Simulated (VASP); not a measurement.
# Os (Im-3m) in VASP: further runs

Os is run at these levels: PBEsol; tasks: single point, relaxation of cell and atoms.

Everything below comes from runs of VASP 6.6.1. Logs are shortened: lines on timing, memory, paths and dates and some standing lists are left out, and cuts for length are marked.

### 1 The cell of the first run

The structure is cubic, space group Im-3m (No. 229). The conventional cell has a = 3.062 Å, b = 3.062 Å, c = 3.062 Å, α = 90.00°, β = 90.00°, γ = 90.00°. Within 3.5 Å of Os (site symmetry m-3m) lie 14 Os at 2.65 to 3.06 Å.

This isn't the form of Os at room conditions, which is hcp.

### 2 Single point, PBEsol

INCAR reads:

```
SYSTEM = Os
ALGO     = Normal         ! electronic algorithm
EDIFF    = 1E-6           ! SCF threshold, eV
ENCUT    = 520            ! plane-wave cutoff, eV
GGA      = PS             ! functional
ISIF     = 2              ! what is computed and relaxed
ISMEAR   = -1             ! smearing method
LASPH    = .True.         ! aspherical terms in the spheres
LCHARG   = .True.         ! write CHGCAR
LELF     = .True.         ! ELF
LREAL    = .False.        ! projectors in reciprocal space
LVHAR    = .True.       
LWAVE    = .False.        ! write WAVECAR
NBANDS   = 10             ! bands
NELM     = 80             ! most SCF steps
PREC     = Accurate       ! precision mode
SIGMA    = 0.05           ! smearing width, eV
```

KPOINTS reads:

```
k-points
0
Gamma
  20 20 20
  0 0 0
```

POSCAR reads:

```
Os
1.0
   -1.5308673123      1.5308673123      1.5308673123
    1.5308673123     -1.5308673123      1.5308673123
    1.5308673123      1.5308673123     -1.5308673123
Os
1
Direct
    0.0000000000      0.0000000000      0.0000000000
```

Potentials or basis: VASP PAW PBE potentials, release 64 (Os).

Started as:

```console
> cat potpaw_PBE.64/Os/POTCAR > POTCAR
> mpirun -np 1 vasp_std > vasp.out
```

OUTCAR:

```text
SYSTEM = Os
   EDIFF = 1E-6
   ENCUT = 520
   GGA = PS
   ISIF = 2
   ISMEAR = -1
   LASPH = .True.
   LREAL = .False.
   NELM = 80
   PREC = Accurate

 ion  position               nearest neighbor table
   1  0.000  0.000  0.000-

  LATTYP: Found a body centered cubic cell.
 ALAT       =     3.0617346246

  Lattice vectors:

 A1 = (  -1.5308673123,   1.5308673123,   1.5308673123)
 A2 = (   1.5308673123,  -1.5308673123,   1.5308673123)
 A3 = (   1.5308673123,   1.5308673123,  -1.5308673123)

Analysis of symmetry for initial positions (statically):
=====================================================================
 Subroutine PRICEL returns:
 Original cell was already a primitive cell.

 Routine SETGRP: Setting up the symmetry group for a
 body centered cubic supercell.

 Subroutine GETGRP returns: Found 48 space group operations
 (whereof 48 operations were pure point group operations)
 out of a pool of 48 trial point group operations.

The static configuration has the point symmetry O_h .

Analysis of symmetry for dynamics (positions and initial velocities):
=====================================================================
 Subroutine PRICEL returns:
 Original cell was already a primitive cell.

 Routine SETGRP: Setting up the symmetry group for a
 body centered cubic supercell.

 Subroutine GETGRP returns: Found 48 space group operations
 (whereof 48 operations were pure point group operations)
 out of a pool of 48 trial point group operations.

The dynamic configuration has the point symmetry O_h .

 Subroutine INISYM returns: Found 48 space group operations
 (whereof 48 operations are pure point group operations),
 and found     1 'primitive' translations

----------------------------------------------------------------------------------------

                                     Primitive cell

  volume of cell :      14.3507

  direct lattice vectors                    reciprocal lattice vectors
    -1.530867312  1.530867312  1.530867312     0.000000000  0.326612239  0.326612239
     1.530867312 -1.530867312  1.530867312     0.326612239  0.000000000  0.326612239
     1.530867312  1.530867312 -1.530867312     0.326612239  0.326612239  0.000000000

  length of vectors
     2.651539965  2.651539965  2.651539965     0.461899458  0.461899458  0.461899458

  position of ions in fractional coordinates (direct lattice)
     0.000000000  0.000000000  0.000000000

  ion indices of the primitive-cell ions
   primitive index   ion index
                 1           1

----------------------------------------------------------------------------------------

 KPOINTS: k-points

Automatic generation of k-mesh.
 Grid dimensions read from file:
 generate k-points for:   20   20   20

 Generating k-lattice:

  Cartesian coordinates                     Fractional coordinates (reciprocal lattice)
     0.000000000  0.016330612  0.016330612     0.050000000  0.000000000  0.000000000
     0.016330612  0.000000000  0.016330612     0.000000000  0.050000000  0.000000000
     0.016330612  0.016330612  0.000000000     0.000000000  0.000000000  0.050000000

  Length of vectors
     0.023094973  0.023094973  0.023094973

  Shift w.r.t. Gamma in fractional coordinates (k-lattice)
     0.000000000  0.000000000  0.000000000

 Subroutine IBZKPT returns following result:
 ===========================================

 Found    256 irreducible k-points:

 Following reciprocal coordinates:
            Coordinates               Weight
  0.000000  0.000000  0.000000      1.000000
  0.050000  0.000000  0.000000     12.000000
  0.100000  0.000000  0.000000     12.000000
  0.150000  0.000000  0.000000     12.000000
  0.200000  0.000000  0.000000     12.000000
  0.250000  0.000000  0.000000     12.000000
[... 16 lines left out ...]
  0.200000  0.100000  0.000000     48.000000
  0.250000  0.100000  0.000000     48.000000
 [... further k-points ...]
   k-points           NKPTS =    256   k-points in BZ     NKDIM =    256   number of bands    NBANDS=     10
   number of dos      NEDOS =    301   number of ions     NIONS =      1
   total plane-waves  NPLWV =   8000
   dimension x,y,z NGX =    20 NGY =   20 NGZ =   20
   dimension x,y,z NGXF=    40 NGYF=   40 NGZF=   40
   ions per type =               1
   NGX,Y,Z   is equivalent  to a cutoff of  12.54, 12.54, 12.54 a.u.
   NGXF,Y,Z  is equivalent  to a cutoff of  25.08, 25.08, 25.08 a.u.
 SYSTEM =  Os
   PREC   = accura    normal or accurate (medium, high low for compatibility)
   ISTART =      0    job   : 0-new  1-cont  2-samecut
   ICHARG =      2    charge: 1-file 2-atom 10-const
   ISPIN  =      1    spin polarized calculation?
   LNONCOLLINEAR =      F non collinear calculations
   LSORBIT =      F    spin-orbit coupling
   LASPH  =      T    aspherical Exc in radial PAW
   ENCUT  =  520.0 eV  38.22 Ry    6.18 a.u.   4.93  4.93  4.93*2*pi/ulx,y,z
   NELM   =     80;   NELMIN=  2; NELMDL= -5     # of ELM steps
   EDIFF  = 0.1E-05   stopping-criterion for ELM
   LREAL  =      F    real-space projection
[... 7 lines left out ...]
   TEBEG  =    0.0;   TEEND  =   0.0 temperature during run
   PSTRESS=    0.0 pullay stress
   NELECT =       8.0000    total number of electrons
   NUPDOWN=      -1.0000    fix difference up-down
   EMIN   =  10.00;   EMAX   =-10.00  energy-range for DOS
   EFERMI =   0.00;   METHOD = LEGACY
   ISMEAR =    -1;   SIGMA  =   0.05  broadening in eV -4-tet -1-fermi 0-gaus
   EFERMI_NEDOS =   21; number of points for ismear=-14 and -15
   IALGO  =     38    algorithm
   IMIX   =      4    mixing-type and parameters
     AMIX     =   0.40;   BMIX     =  1.00
     AMIX_MAG =   1.60;   BMIX_MAG =  1.00
  volume/ion in A,a.u.               =      14.35        96.84
  Fermi-wavevector in a.u.,A,eV,Ry     =   1.347351  2.546123 24.699385  1.815354
  Thomas-Fermi vector in A             =   2.475108
   LORBIT       =      0    0 simple, 1 ext, 2 COOP (PROOUT), +10 PAW based schemes
   GGA     = PS    functional components
   LHFCALC =     F    Hartree Fock is set to
   AEXX    =    0.0000 exact exchange contribution
   IVDW    =     0    specifies the selected vdW correction
   LEPSILON=     F    determine dielectric tensor
   LRPA    =     F    only Hartree local field effects (RPA)
 non-spin polarized calculation
  energy-cutoff  :      520.00
  volume of cell :       14.35
 maximum number of plane-waves:       402
   NGX =  9   NGY =  9   NGZ =  9

 number of electron       8.0000001 magnetization

 Free energy of the ion-electron system (eV)
  ---------------------------------------------------
  ext. energy  EPLUGINS =         0.00000000
  ---------------------------------------------------
  free energy    TOTEN  =       -11.32163412 eV

  energy without entropy =      -11.30977130  energy(sigma->0) =      -11.31570271

 E-fermi :   9.1832     XC(G=0): -13.9963

 val. band max:        9.1792059954   @ k =   0.3000   0.2000   0.0500
 cond. band min:       9.1872862559   @ k =   0.1000   0.0500   0.0000
 fundamental gap:      0.0080802605
 Fermi energy:         9.1831507722

 k-point     1 :       0.0000    0.0000    0.0000
  band No.  band energies     occupation
      1      -1.8367      2.00000
      2       5.8144      2.00000
      3       5.8144      2.00000
      4       5.8144      2.00000
      5       9.1236      1.53381
      6       9.1236      1.53380
      7      25.4455      0.00000
      8      25.4455      0.00000
      9      25.4455      0.00000
     10      37.4516      0.00000

 k-point     2 :       0.0500    0.0000    0.0000
  band No.  band energies     occupation
      1      -1.7154      2.00000
      2       5.7514      2.00000
      3       5.8080      2.00000
      4       5.9274      2.00000
      5       9.0307      1.90945
      6       9.1273      1.50707
      7      25.5330      0.00000
      8      25.6449      0.00000
      9      25.6731      0.00000
     10      36.0577      0.00000

 k-point     3 :       0.1000    0.0000    0.0000
  band No.  band energies     occupation
      1      -1.3614      2.00000
      2       5.5731      2.00000
      3       5.7761      2.00000
      4       6.2630      2.00000
      5       8.8079      1.99890
      6       9.1410      1.39852
      7      25.7454      0.00000
      8      26.2304      0.00000
      9      26.2503      0.00000
     10      34.2104      0.00000

 k-point     4 :       0.1500    0.0000    0.0000
  band No.  band energies     occupation
      1      -0.8076      2.00000
      2       5.3076      2.00000
      3       5.6946      2.00000
      4       6.8104      2.00000
      5       8.5873      1.99999
      6       9.1714      1.11685
      7      25.9038      0.00000
      8      26.8167      0.00000
      9      27.1684      0.00000
     10      32.8159      0.00000
[... 222 lines left out ...]
 k-point    22 :       0.1500    0.1000    0.0000
  band No.  band energies     occupation
      1       0.1887      2.00000
      2       5.0193      2.00000
      3       5.2565      2.00000
      4       8.0141      2.00000
      5       8.2779      2.00000
      6       9.4027      0.02448
      7      26.0827      0.00000
      8      26.5399      0.00000
      9      28.0324      0.00000
     10      31.6158      0.00000

 k-point    23 :       0.2000    0.1000    0.0000
  band No.  band energies     occupation
      1       0.8914      2.00000
      2       4.7018      2.00000
      3       5.1821      2.00000
      4       8.2963      2.00000
      5       8.9805      1.96587
      6       9.5241      0.00218
      7      24.8792      0.00000
      8      25.8421      0.00000
      9      29.0632      0.00000
     10      30.6969      0.00000

 k-point    24 :       0.2500    0.1000    0.0000
  band No.  band energies     occupation
      1       1.4457      2.00000
      2       4.4030      2.00000
      3       5.3657      2.00000
      4       8.4650      2.00000
      5       9.6118      0.00038
      6      10.0785      0.00000
      7      23.3022      0.00000
      8      24.7036      0.00000
      9      29.3153      0.00000
     10      30.5285      0.00000

 [... further k-points ...]

------------------------ aborting loop because EDIFF is reached ----------------------------------------

  FORCE on cell =-STRESS in cart. coord.  units (eV):
  Direction    XX          YY          ZZ          XY          YZ          ZX
  --------------------------------------------------------------------------------------
  -------------------------------------------------------------------------------------
  Total        0.0637993      0.0637993      0.0637993      0.0000000      0.0000000      0.0000000
  in kB        7.1228559      7.1228559      7.1228559      0.0000000      0.0000000      0.0000000
  external PRESSURE =       7.1228559 kB  Pullay stress =       0.0000000 kB

 VOLUME and BASIS-vectors are now :
 -----------------------------------------------------------------------------
  energy-cutoff  :      520.00
  volume of cell :       14.35
      direct lattice vectors                 reciprocal lattice vectors
    -1.530867312  1.530867312  1.530867312     0.000000000  0.326612239  0.326612239
     1.530867312 -1.530867312  1.530867312     0.326612239  0.000000000  0.326612239
     1.530867312  1.530867312 -1.530867312     0.326612239  0.326612239  0.000000000

 POSITION                                       TOTAL-FORCE (eV/Angst)
 -----------------------------------------------------------------------------------
      0.00000      0.00000      0.00000        -0.000000      0.000000     -0.000000
 -----------------------------------------------------------------------------------
    total drift:                                0.000000      0.000000      0.000000

  FREE ENERGIE OF THE ION-ELECTRON SYSTEM (eV)
  ---------------------------------------------------
  free  energy   TOTEN  =       -11.3216341208 eV

  energy  without entropy=      -11.3097712969  energy(sigma->0) =      -11.31570271
```

It took 20 s on 1 thread of Intel Xeon Platinum 8259CL at 2.50GHz (Skylake/Cascade Lake), shared host; peak memory 0.16 GiB.

Results:

* Free energy: -11.3216 eV
* Pressure: 0.7 GPa
* Band gap on the k mesh: zero (bands 4 and 5 overlap by 4.68 eV)

Levels at points of the mesh, in eV from the Fermi level:
```tsv
k point	band 1	band 2	band 3	band 4	band 5	band 6	band 7	band 8
(0.00, 0.00, 0.00)	-11.02	-3.37	-3.37	-3.37	-0.06	-0.06	16.26	16.26
(0.50, 0.00, 0.00)	-7.82	-5.47	-0.22	-0.19	0.60	3.34	9.10	12.48
(0.50, 0.50, 0.50)	-7.43	-7.43	2.49	2.49	2.49	7.92	7.92	7.92
```

Caveat: the PAW data sets were made with another functional, which shifts forces and pressure a little; spin-orbit coupling is left out, which moves the levels of the heavy elements.

### 3 Relaxation of cell and atoms, PBEsol

INCAR reads:

```
PREC = Accurate
ENCUT = 600
EDIFF = 1E-6
ISMEAR = -1
SIGMA = 0.05
LREAL = F
LASPH = T
NELM = 100
ALGO = Normal
ISIF = 3
LWAVE = F
LCHARG = F
GGA = PS
IBRION = 2
NSW = 80
EDIFFG = -0.03
```

KPOINTS reads:

```
Automatic mesh
0
Gamma
  20 20 20
```

POSCAR is that of step 2.

Potentials or basis: VASP PAW PBE potentials, release 64 (Os).

Started as:

```console
> cat potpaw_PBE.64/Os/POTCAR > POTCAR
> mpirun -np 1 vasp_std > vasp.out
```

It took 44 s on 1 thread of Intel Xeon Platinum 8259CL at 2.50GHz (Skylake/Cascade Lake), shared host; peak memory 0.17 GiB.

Results (log left out):

```
Free energy                           : -11.3220 eV
Relaxed volume                        : 14.38 Å³/atom
Relaxed cell                          : a = 2.653 Å, b = 2.653 Å, c = 2.653 Å, α = 109.47°, β = 109.47°, γ = 109.47°
Space group after relaxing (to 0.1 Å) : Im-3m (No. 229)
Energy gained by relaxing             : 0.1 meV/atom
Ionic steps                           : 3
Pressure after relaxing               : 0.0 GPa
Band gap on the k mesh                : zero (bands 4 and 5 overlap by 4.66 eV)
```

Final structure:
```cif
data_structure
_symmetry_space_group_name_H-M 'P 1'
_symmetry_Int_Tables_number 1
_cell_length_a 2.6534
_cell_length_b 2.6534
_cell_length_c 2.6534
_cell_angle_alpha 109.471
_cell_angle_beta 109.471
_cell_angle_gamma 109.471
_cell_volume 14.38
loop_
_atom_site_label
_atom_site_type_symbol
_atom_site_fract_x
_atom_site_fract_y
_atom_site_fract_z
_atom_site_occupancy
Os1 Os 0.00000 0.00000 0.00000 1
```

Levels at points of the mesh, in eV from the Fermi level:
| k point | band 1 | band 2 | band 3 | band 4 | band 5 | band 6 | band 7 | band 8 |
| --- | --- | --- | --- | --- | --- | --- | --- | --- |
| (0.00, 0.00, 0.00) | -11.00 | -3.36 | -3.36 | -3.36 | -0.06 | -0.06 | 16.26 | 16.26 |
| (0.50, 0.00, 0.00) | -7.80 | -5.45 | -0.22 | -0.19 | 0.59 | 3.33 | 9.08 | 12.48 |
| (0.50, 0.50, 0.50) | -7.40 | -7.40 | 2.48 | 2.48 | 2.48 | 7.91 | 7.91 | 7.91 |

Caveat: the PAW data sets were made with another functional, which shifts forces and pressure a little; spin-orbit coupling is left out, which moves the levels of the heavy elements.
